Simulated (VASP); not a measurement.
Crystal: Li2SiS3.

```
Li Si S
1.0
     4.60676    0.00000    0.00000
    -2.30338    3.98957    0.00000
     0.00000    0.00000    7.13611
Li Si S
2 1 3
Direct
  0.33333 0.66667 0.00000
  0.66667 0.33333 0.00000
  0.00000 0.00000 0.50000
  0.50000 0.00000 0.50000
  0.00000 0.50000 0.50000
  0.50000 0.50000 0.50000
```

```yaml
Program: VASP 6.6.1
Task: relaxation of cell and atoms
Functional: PBE
Potentials_or_basis: VASP PAW PBE potentials, release 64 (Li_sv, Si, S)
Cutoff: 600 eV
k_mesh: 6 × 6 × 4
Occupations: gaussian, width 0.1 eV
Spin: no spin polarisation
```

At the start: pressure 15.8 GPa; volume 21.86 Å³/atom.

**Question.** Where does the relaxation end?

**Answer.** Over 14 steps the energy falls by 1157.2 meV/atom and the volume is 17.36 Å³/atom (-20.6 %); space group P6/mmm (No. 191, to 0.05 Å).

The path:
| step | energy change (eV) | largest force (eV/Å) | pressure (GPa) | volume (Å³) |
| --- | --- | --- | --- | --- |
| 1 | 0.0000 | 0.0000 | 15.79 | 131.15 |
| 2 | -2.4110 | 0.0000 | -3.06 | 174.60 |
| 3 | -2.4348 | 0.0000 | -1.86 | 167.55 |
| 4 | -2.4359 | 0.0000 | -2.07 | 168.58 |
| 5 | -2.7180 | 0.0000 | -2.16 | 161.89 |
| 6 | -3.8064 | 0.0000 | -2.52 | 143.08 |
| 7 | -6.7688 | 0.0000 | 1.71 | 103.51 |
| 8 | 1348.7571 | 0.0000 | 7141.80 | 16.36 |
| 9 | -6.8060 | 0.0000 | 2.18 | 102.13 |
| 10 | -6.8477 | 0.0000 | 3.91 | 97.76 |
| 11 | -6.7045 | 0.0000 | 0.18 | 101.78 |
| 12 | -6.9044 | 0.0000 | 2.38 | 99.24 |
| 13 | -6.9418 | 0.0000 | -0.44 | 105.23 |
| 14 | -6.9435 | 0.0000 | 0.01 | 104.13 |

Final structure:
```cif
data_structure
_symmetry_space_group_name_H-M 'P 1'
_symmetry_Int_Tables_number 1
_cell_length_a 5.5918
_cell_length_b 5.5918
_cell_length_c 3.8455
_cell_angle_alpha 90.000
_cell_angle_beta 90.000
_cell_angle_gamma 120.000
_cell_volume 104.13
loop_
_atom_site_label
_atom_site_type_symbol
_atom_site_fract_x
_atom_site_fract_y
_atom_site_fract_z
_atom_site_occupancy
Li1 Li 0.33333 0.66667 0.00000 1
Li2 Li 0.66667 0.33333 0.00000 1
Si1 Si 0.00000 0.00000 0.50000 1
S1 S 0.50000 0.00000 0.50000 1
S2 S 0.00000 0.50000 0.50000 1
S3 S 0.50000 0.50000 0.50000 1
```

Caveat: the cutoff is under 1.25 times the usual one of these potentials, so pressure, stress and relaxed cells hold a basis-set (Pulay) error; the volume moved by over 15 % at a fixed basis, so the end points are rough.
